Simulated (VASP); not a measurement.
## MgS (Niningerite): single point with RPBE

The system is MgS (Niningerite).

```
S Mg
1.0
     0.00000    2.63980    2.63980
     2.63980    0.00000    2.63980
     2.63980    2.63980    0.00000
S Mg
1 1
Direct
  0.50000 0.50000 0.50000
  0.00000 0.00000 0.00000
```

```json
{
 "Program": "VASP 6.6.1",
 "Task": "single point",
 "Functional": "RPBE",
 "Potentials or basis": "VASP PAW PBE potentials, release 64 (S, Mg)",
 "Cutoff": "520 eV",
 "k mesh": "9 × 9 × 9",
 "Occupations": "fermi-dirac, width 0.05 eV",
 "Spin": "no spin polarisation",
 "Dipole correction": "no",
 "Further INCAR settings": "ALGO = Normal; EDIFF = 1e-06; NBANDS = 11"
}
```

```
Pressure               : -0.3 GPa
Band gap on the k mesh : 2.95 eV, indirect (least direct gap 3.53 eV)
```

Levels at points of the mesh, in eV from the valence-band top:
| k point | band 1 | band 2 | band 3 | band 4 | band 5 | band 6 | band 7 | band 8 | band 9 |
| --- | --- | --- | --- | --- | --- | --- | --- | --- | --- |
| (0.00, 0.00, 0.00) | -12.41 | 0.00 | 0.00 | 0.00 | 3.53 | 8.02 | 8.02 | 8.02 | 10.32 |

It took 5.6 s on 1 thread of Intel(R) Xeon(R) 6975P-C (Granite Rapids), with other jobs on the host, peak memory 0.16 GiB.

Caveat: the PAW data sets were made with another functional, which shifts forces and pressure a little. A k mesh can miss the band edges.
